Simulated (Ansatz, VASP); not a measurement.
**Two plane-wave programs on O**

```
CELL_PARAMETERS angstrom
8.50000 0.00000 0.00000
0.00000 8.50000 0.00000
0.00000 0.00000 8.50000
ATOMIC_POSITIONS crystal
O 0.00000 0.00000 0.00000
```

Alike in both runs: task single point; functional PBE; k mesh 1 × 1 × 1; collinear spin.

|  | VASP | Ansatz |
| --- | --- | --- |
| version | VASP 6.6.1 | Ansatz 0.2 development build |
| potentials or method | VASP PAW PBE potentials, release 64 (O) | scalar-relativistic |
| plane-wave cutoff (eV) | 520 | 1240 |
| occupations | fermi-dirac, width 0.1 eV | fermi-dirac |

```csv
,VASP,Ansatz,Ansatz less VASP
net moment per atom (μB),2.00,2.00,0.000
size of the moment on the site where the two differ most (μB),1.55,2.00,+0.452
```

Site moments also hang on the region over which each program counts them. Ansatz's warnings: reached outside group.
